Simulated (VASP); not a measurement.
Runs of VASP 6.6.1 on NaH. The structure is that of space group Fm-3m (No. 225), or close to it. The cells are those of the table. 

| cell | gap on the mesh (eV) | pressure (GPa) |
| --- | --- | --- |
| a = 3.461, b = 3.461, c = 3.356 Å, angles 61.0, 61.0, 58.0°, 2 atoms | 4.33 | (b) |
| a = 3.468, b = 3.468, c = 3.433 Å, angles 60.3, 60.3, 59.3°, 2 atoms | 4.31 | -1.4 |
| a = 3.321 Å, angles 60.0°, 2 atoms | (c) | (a) |
| a = 3.284, b = 3.284, c = 3.184 Å, angles 61.0, 61.0, 58.0°, 2 atoms | 4.63 | 4.0 |
| a = 3.285 Å, angles 60.0°, 2 atoms | 4.61 | 2.6 |

Alike in all rows: task single point; level r2SCAN; potentials or basis VASP PAW PBE potentials, release 64 (Na_pv, H); no spin polarisation; k mesh 10 × 10 × 10; cutoff (eV) 520; smearing fermi-dirac 0.2 eV.

Problem. Fill in the values left out.

Solution. (a) 1.5; (b) -0.6; (c) 4.54.

Caveats: the PAW data sets were made with another functional, which shifts forces and pressure a little.

A k mesh can miss the band edges.
